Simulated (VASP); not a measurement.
# Cd (P6_3/mmc) in VASP: a series of runs

Cd is run at these levels: PBE; tasks: single point.

Program: VASP 6.6.1. These are calculated values, not measurements. Logs are shortened: lines on timing, memory, paths and dates and some standing lists are left out, and cuts for length are marked.

## 1. The cell of the first run

Symmetry: P6_3/mmc, No. 194, hexagonal system. The conventional cell has a = 2.923 Å, b = 2.923 Å, c = 5.513 Å, α = 90.00°, β = 90.00°, γ = 120.00°. Cd (site symmetry -6m2) has 12 Cd at 2.92 to 3.23 Å within 3.9 Å.

## 2. Single point, PBE

Contents of INCAR:

```
SYSTEM = Cd
  PREC = Accurate
  ENCUT = 500
  EDIFF = 1E-6
  ISMEAR = 0
  SIGMA = 0.1
  LREAL = .FALSE.
  LASPH = .TRUE.
  NELM = 120
  ALGO = Normal
  ISIF = 2
  LWAVE = .FALSE.
  LCHARG = .FALSE.
  GGA = PE
  NBANDS = 19
  GGA_COMPAT = .FALSE.
```

Contents of KPOINTS:

```
regular mesh
0
G
  3 3 2
  0 0 0
```

Contents of POSCAR:

```
Cd
1.0
    2.9232268510      0.0000000000      0.0000000000
   -1.4616134255      2.5315887140      0.0000000000
    0.0000000000      0.0000000000      5.5127116972
Cd
2
Direct
    0.3333333333      0.6666666667      0.2500000000
    0.6666666667      0.3333333333      0.7500000000
```

Potentials or basis: VASP PAW PBE potentials, release 64 (Cd).

The run is started by

```
> cat potpaw_PBE.64/Cd/POTCAR > POTCAR
> mpirun -np 1 vasp_std > vasp.out
```

OUTCAR:

```text
SYSTEM = Cd
   PREC = Accurate
   ENCUT = 500
   EDIFF = 1E-6
   ISMEAR = 0
   LREAL = .FALSE.
   LASPH = .TRUE.
   NELM = 120
   ISIF = 2
   GGA = PE

 ion  position               nearest neighbor table
   1  0.333  0.667  0.250-   2 3.23   2 3.23   2 3.23   2 3.23   2 3.23   2 3.23
   2  0.667  0.333  0.750-   1 3.23   1 3.23   1 3.23   1 3.23   1 3.23   1 3.23

  LATTYP: Found a hexagonal cell.
 ALAT       =     2.9232268510
 C/A-ratio  =     1.8858309595

  Lattice vectors:

 A1 = (   2.9232268510,   0.0000000000,   0.0000000000)
 A2 = (  -1.4616134255,   2.5315887140,   0.0000000000)
 A3 = (   0.0000000000,   0.0000000000,   5.5127116972)

Analysis of symmetry for initial positions (statically):
=====================================================================
 Subroutine PRICEL returns:
 Original cell was already a primitive cell.

 Routine SETGRP: Setting up the symmetry group for a
 hexagonal supercell.

 Subroutine GETGRP returns: Found 24 space group operations
 (whereof 12 operations were pure point group operations)
 out of a pool of 24 trial point group operations.

The static configuration has the point symmetry D_3d.
 The point group associated with its full space group is D_6h.

Analysis of symmetry for dynamics (positions and initial velocities):
=====================================================================
 Subroutine PRICEL returns:
 Original cell was already a primitive cell.

 Routine SETGRP: Setting up the symmetry group for a
 hexagonal supercell.

 Subroutine GETGRP returns: Found 24 space group operations
 (whereof 12 operations were pure point group operations)
 out of a pool of 24 trial point group operations.

The dynamic configuration has the point symmetry D_3d.
 The point group associated with its full space group is D_6h.

 Subroutine INISYM returns: Found 24 space group operations
 (whereof 12 operations are pure point group operations),
 and found     1 'primitive' translations

----------------------------------------------------------------------------------------

                                     Primitive cell

  volume of cell :      40.7963

  direct lattice vectors                    reciprocal lattice vectors
     2.923226851  0.000000000  0.000000000     0.342087717  0.197504436  0.000000000
[... 61 lines left out ...]
   ISPIN  =      1    spin polarized calculation?
   LNONCOLLINEAR =      F non collinear calculations
   LSORBIT =      F    spin-orbit coupling
   LASPH  =      T    aspherical Exc in radial PAW
   ENCUT  =  500.0 eV  36.75 Ry    6.06 a.u.   5.33  5.33 10.05*2*pi/ulx,y,z
   NELM   =    120;   NELMIN=  2; NELMDL= -5     # of ELM steps
   EDIFF  = 0.1E-05   stopping-criterion for ELM
   LREAL  =      F    real-space projection
   EDIFFG = 0.1E-04   stopping-criterion for IOM
   NSW    =      0    number of steps for IOM
   IBRION =     -1    ionic relax: 0-MD 1-quasi-New 2-CG
   NFREE  =      0    steps in history (QN), initial steepest desc. (CG)
   ISIF   =      2    stress and relaxation
   ISYM   =      2    0-nonsym 1-usesym 2-fastsym
   POTIM  = 0.5000    time-step for ionic-motion
   TEBEG  =    0.0;   TEEND  =   0.0 temperature during run
   PSTRESS=    0.0 pullay stress
   NELECT =      24.0000    total number of electrons
   NUPDOWN=      -1.0000    fix difference up-down
   EMIN   =  10.00;   EMAX   =-10.00  energy-range for DOS
   EFERMI =   0.00;   METHOD = LEGACY
   ISMEAR =     0;   SIGMA  =   0.10  broadening in eV -4-tet -1-fermi 0-gaus
   EFERMI_NEDOS =   21; number of points for ismear=-14 and -15
   IALGO  =     38    algorithm
   IMIX   =      4    mixing-type and parameters
     AMIX     =   0.40;   BMIX     =  1.00
     AMIX_MAG =   1.60;   BMIX_MAG =  1.00
  volume/ion in A,a.u.               =      20.40       137.65
  Fermi-wavevector in a.u.,A,eV,Ry     =   1.371739  2.592211 25.601659  1.881669
  Thomas-Fermi vector in A             =   2.497409
   LORBIT       =      0    0 simple, 1 ext, 2 COOP (PROOUT), +10 PAW based schemes
   GGA     = PE    functional components
   LHFCALC =     F    Hartree Fock is set to
   AEXX    =    0.0000 exact exchange contribution
   IVDW    =     0    specifies the selected vdW correction
   LEPSILON=     F    determine dielectric tensor
   LRPA    =     F    only Hartree local field effects (RPA)
 non-spin polarized calculation
 Gauss-broadening in eV      SIGMA  =   0.10
  energy-cutoff  :      500.00
  volume of cell :       40.80
 maximum number of plane-waves:      1077
 NGX is ok and might be reduce to    24
   NGX = 11   NGY = 11   NGZ = 21

 number of electron      24.0000006 magnetization

 Free energy of the ion-electron system (eV)
  ---------------------------------------------------
  ext. energy  EPLUGINS =         0.00000000
  ---------------------------------------------------
  free energy    TOTEN  =        -0.83496446 eV

  energy without entropy =       -0.81144047  energy(sigma->0) =       -0.82320247

 E-fermi :   3.8074     XC(G=0): -11.3149

 val. band max:        3.5220844955   @ k =   0.3333   0.3333   0.0000
 cond. band min:       3.8105367790   @ k =   0.3333   0.3333   0.0000
 fundamental gap:      0.2884522836
 Fermi energy:         3.8074115084

 k-point     1 :       0.0000    0.0000    0.0000
  band No.  band energies     occupation
      1      -6.6992      2.00000
      2      -6.4068      2.00000
      3      -5.9744      2.00000
      4      -5.9744      2.00000
      5      -5.9158      2.00000
      6      -5.9158      2.00000
[... 109 lines left out ...]
      6      -5.7655      2.00000
[... 11 lines left out ...]
     18      13.7248      0.00000
     19      15.8057      0.00000

------------------------ aborting loop because EDIFF is reached ----------------------------------------

  FORCE on cell =-STRESS in cart. coord.  units (eV):
  Direction    XX          YY          ZZ          XY          YZ          ZX
  --------------------------------------------------------------------------------------
  -------------------------------------------------------------------------------------
  Total        1.9871412      1.9871412      5.1286522     -0.0000000     -0.0000000      0.0000000
  in kB       78.0401956     78.0401956    201.4154975     -0.0000000     -0.0000000      0.0000000
  external PRESSURE =     119.1652962 kB  Pullay stress =       0.0000000 kB

 VOLUME and BASIS-vectors are now :
 -----------------------------------------------------------------------------
  energy-cutoff  :      500.00
  volume of cell :       40.80
      direct lattice vectors                 reciprocal lattice vectors
     2.923226851  0.000000000  0.000000000     0.342087717  0.197504436  0.000000000
    -1.461613425  2.531588714  0.000000000     0.000000000  0.395008871  0.000000000
     0.000000000  0.000000000  5.512711697     0.000000000  0.000000000  0.181398929

 POSITION                                       TOTAL-FORCE (eV/Angst)
 -----------------------------------------------------------------------------------
     -0.00000      1.68773      1.37818         0.000000     -0.000000     -0.000000
      1.46161      0.84386      4.13453        -0.000000      0.000000      0.000000
 -----------------------------------------------------------------------------------
    total drift:                               -0.000000      0.000000     -0.000000

  FREE ENERGIE OF THE ION-ELECTRON SYSTEM (eV)
  ---------------------------------------------------
  free  energy   TOTEN  =        -0.8349644598 eV

  energy  without entropy=       -0.8114404723  energy(sigma->0) =       -0.82320247
```

OSZICAR:

```text
N       E                     dE             d eps       ncg     rms          rms(c)
DAV:   1     0.179563888165E+03    0.17956E+03   -0.13122E+04   228   0.126E+03
DAV:   2     0.298421323755E+01   -0.17658E+03   -0.17068E+03   237   0.334E+02
DAV:   3    -0.941177225601E+00   -0.39254E+01   -0.39173E+01   268   0.576E+01
DAV:   4    -0.947999976014E+00   -0.68228E-02   -0.68220E-02   276   0.225E+00
DAV:   5    -0.948021178217E+00   -0.21202E-04   -0.21202E-04   237   0.123E-01    0.550E+00
DAV:   6    -0.842813878945E+00    0.10521E+00   -0.24621E-01   259   0.601E+00    0.415E+00
DAV:   7    -0.835352231045E+00    0.74616E-02   -0.29951E-02   257   0.172E+00    0.164E+00
DAV:   8    -0.834913844577E+00    0.43839E-03   -0.37040E-03   234   0.762E-01    0.864E-02
DAV:   9    -0.834936985304E+00   -0.23141E-04   -0.16284E-05   278   0.399E-02    0.309E-02
DAV:  10    -0.834964372697E+00   -0.27387E-04   -0.21002E-05   243   0.426E-02    0.431E-03
DAV:  11    -0.834964459800E+00   -0.87104E-07   -0.18789E-07   132   0.482E-03
   1 F= -.83496446E+00 E0= -.82320247E+00  d E =-.235240E-01
```

stdout:

```text
POSCAR found type information on POSCAR Cd
 POSCAR found :  1 types and       2 ions
 scaLAPACK will be used
 LDA part: xc-table for (Slater+PW92), standard interpolation
 POSCAR, INCAR and KPOINTS ok, starting setup
 FFT: planning ... GRIDC
 FFT: planning ... GRID_SOFT
 FFT: planning ... GRID
 WAVECAR not read
 entering main loop
```

It took 8.7 s on 1 thread of Intel Xeon 8259CL, shared host; peak memory 0.15 GiB.

Results:

* Free energy: -0.8350 eV
* Pressure: 11.9 GPa
* Band gap on the k mesh: zero (bands 12 and 13 overlap by 4.03 eV)

Levels at points of the mesh, in eV from the Fermi level:
| k point | band 10 | band 11 | band 12 | band 13 | band 14 | band 15 |
| --- | --- | --- | --- | --- | --- | --- |
| (0.00, 0.00, 0.00) | -8.90 | -8.90 | -3.70 | -3.37 | 10.51 | 14.32 |
| (0.00, 0.00, 0.50) | -9.03 | -8.08 | -8.08 | 3.49 | 3.49 | 14.66 |

Caveat: the k points lie up to 0.83 Å⁻¹ apart, too coarse for converged energies and pressures of a metal.

## 3. Single point, PBE

This run uses another cell than the first one, of 21.59 Å³/atom.

Contents of INCAR:

```
  PREC = Accurate
  ENCUT = 500
  EDIFF = 1E-6
  ISMEAR = 0
  SIGMA = 0.1
  LREAL = False
  LASPH = True
  NELM = 120
  ALGO = Normal
  ISIF = 2
  LWAVE = False
  LCHARG = False
  GGA = PE
  NBANDS = 19
  GGA_COMPAT = False
```

Contents of KPOINTS:

```
regular mesh
0
Gamma
  5 5 2
```

Contents of POSCAR:

```
Cd
1.0
    2.9788725081      0.0000000000      0.0000000000
   -1.4894362540      2.5797792666      0.0000000000
    0.0000000000      0.0000000000      5.6176500000
Cd
2
Direct
    1.1313333333      1.0796666667      0.7400000000
    1.4646666667      0.7463333333      1.2400000000
```

Potentials or basis: VASP PAW PBE potentials, release 64 (Cd).

The run is started by

```
> cat potpaw_PBE.64/Cd/POTCAR > POTCAR
> mpirun -np 1 vasp_std > vasp.out
```

Run time: 12 s. Hardware: 1 thread of Intel Xeon 8259CL, shared host; peak memory 0.16 GiB.

Results (log left out):

```yaml
Free_energy: -1.2844 eV
Pressure: 3.6 GPa
Band_gap_on_the_k_mesh: zero (bands 12 and 13 overlap by 2.99 eV)
```

Stress tensor (GPa, compression positive):
```
4.31 0.00 0.00
0.00 4.31 0.00
0.00 0.00 2.27
```

Levels at points of the mesh, in eV from the Fermi level:
| k point | band 10 | band 11 | band 12 | band 13 | band 14 | band 15 |
| --- | --- | --- | --- | --- | --- | --- |
| (0.00, 0.00, 0.00) | -8.18 | -8.18 | -2.73 | -2.72 | 10.87 | 14.77 |
| (0.00, 0.00, 0.50) | -8.29 | -7.07 | -7.07 | 4.03 | 4.03 | 15.10 |

Caveat: the k points lie up to 0.56 Å⁻¹ apart, too coarse for converged energies and pressures of a metal.

## 4. Single point, PBE

This run uses another cell than the first one, of 21.59 Å³/atom.

Contents of INCAR:

```
SYSTEM = Cd
PREC = Accurate
ENCUT = 500
EDIFF = 1E-6
ISMEAR = 0
SIGMA = 0.1
LREAL = .False.
LASPH = .True.
NELM = 120
ALGO = Normal
ISIF = 2
LWAVE = .False.
LCHARG = .False.
GGA = PE
ISYM = 0
NBANDS = 19
GGA_COMPAT = .False.
```

Contents of KPOINTS:

```
Automatic mesh
0
Gamma
  2 5 2
  0 0 0
```

Contents of POSCAR:

```
Cd
1.0
    2.9788725081      0.0000000000      0.0000000000
   -1.4894362540      2.5797792666      0.0000000000
    0.0000000000      0.0000000000      5.6176500000
Cd
2
Direct
    0.3333333333      0.6666666667      0.2500000000
    0.6666666667      0.3333333333      0.7500000000
```

The run is started by

```
> cat potpaw_PBE.64/Cd/POTCAR > POTCAR
> mpirun -np 1 vasp_std > vasp.out
```

Wall time 13 s (1 thread of Intel Xeon 8259CL, shared host); peak memory 0.16 GiB.

The run converged. Its results:

```
Free energy            : -1.1566 eV
Pressure               : 2.9 GPa
Largest force          : 0.081 eV/Å
Band gap on the k mesh : zero (bands 12 and 13 overlap by 3.94 eV)
```

Forces in eV/Å, atoms in the order of the input:
```
Cd  -0.017 -0.079  0.000
Cd   0.017  0.079  0.000
```

Stress tensor (GPa, compression positive):
```
19.09 -2.59  0.00
-2.59 -6.51  0.00
 0.00  0.00 -3.87
```

Levels at points of the mesh, in eV from the Fermi level:
| k point | band 9 | band 10 | band 11 | band 12 | band 13 | band 14 | band 15 | band 16 |
| --- | --- | --- | --- | --- | --- | --- | --- | --- |
| (0.00, 0.00, 0.00) | -8.68 | -8.46 | -8.43 | -2.98 | -2.97 | 10.63 | 14.51 | 14.94 |
| (0.50, 0.00, 0.00) | -8.18 | -8.16 | -2.28 | -1.78 | 2.05 | 3.10 | 3.24 | 5.31 |
| (0.00, 0.00, 0.50) | -8.54 | -8.54 | -7.31 | -7.31 | 3.78 | 3.78 | 14.84 | 14.84 |
| (0.50, 0.00, 0.50) | -8.17 | -8.17 | -1.48 | -1.48 | 0.14 | 0.14 | 8.17 | 8.17 |

Caveat: the k points lie up to 1.06 Å⁻¹ apart, too coarse for converged energies and pressures of a metal.

## 5. Single point, PBE

This run uses another cell than the first one, of 21.59 Å³/atom.

Contents of INCAR:

```
ALGO = Normal
EDIFF = 1E-6
ENCUT = 500
GGA = PE
GGA_COMPAT = F
ISIF = 2
ISMEAR = 0
LASPH = T
LCHARG = F
LREAL = F
LWAVE = F
NBANDS = 19
NELM = 120
PREC = Accurate
SIGMA = 0.1
```

Contents of KPOINTS:

```
k-points
0
Gamma
  6 6 2
```

POSCAR is that of step 4.

The run is started by

```
> cat potpaw_PBE.64/Cd/POTCAR > POTCAR
> mpirun -np 1 vasp_std > vasp.out
```

Run time: 19 s. Hardware: 1 thread of Intel Xeon 8259CL, shared host; peak memory 0.15 GiB.

The run converged. Its results:

```yaml
Free_energy: -1.4838 eV
Pressure: 4.4 GPa
Band_gap_on_the_k_mesh: zero (bands 12 and 13 overlap by 4.07 eV)
```

Stress tensor (GPa, compression positive):
```
3.21 0.00 0.00
0.00 3.21 0.00
0.00 0.00 6.80
```

Levels at points of the mesh, in eV from the Fermi level:
| k point | band 10 | band 11 | band 12 | band 13 | band 14 | band 15 |
| --- | --- | --- | --- | --- | --- | --- |
| (0.00, 0.00, 0.00) | -8.57 | -8.57 | -3.13 | -3.13 | 10.46 | 14.34 |
| (0.50, 0.00, 0.00) | -8.31 | -2.45 | -1.95 | 1.87 | 2.95 | 3.07 |
| (0.00, 0.00, 0.50) | -8.68 | -7.47 | -7.47 | 3.62 | 3.62 | 14.67 |
| (0.50, 0.00, 0.50) | -8.32 | -1.65 | -1.65 | -0.02 | -0.02 | 8.00 |

Caveat: the k points lie up to 0.56 Å⁻¹ apart, too coarse for converged energies and pressures of a metal.

## 6. The runs side by side

```csv
cell,k mesh,gap on the mesh (eV),pressure (GPa)
"a = 2.923, b = 2.923, c = 5.513 Å, angles 90.0, 90.0, 120.0°, 2 atoms",3 × 3 × 2,none,11.9
"a = 2.979, b = 2.979, c = 5.618 Å, angles 90.0, 90.0, 120.0°, 2 atoms",5 × 5 × 2,none,3.6
"a = 2.979, b = 2.979, c = 5.618 Å, angles 90.0, 90.0, 120.0°, 2 atoms",2 × 5 × 2,none,2.9
"a = 2.979, b = 2.979, c = 5.618 Å, angles 90.0, 90.0, 120.0°, 2 atoms",6 × 6 × 2,none,4.4
```

Alike in all rows: task single point; level PBE; potentials or basis VASP PAW PBE potentials, release 64 (Cd); no spin polarisation; cutoff (eV) 500; smearing gaussian 0.1 eV.

Caveats: all runs use coarse meshes.

Absolute energies hang on the potentials; compare differences alone.
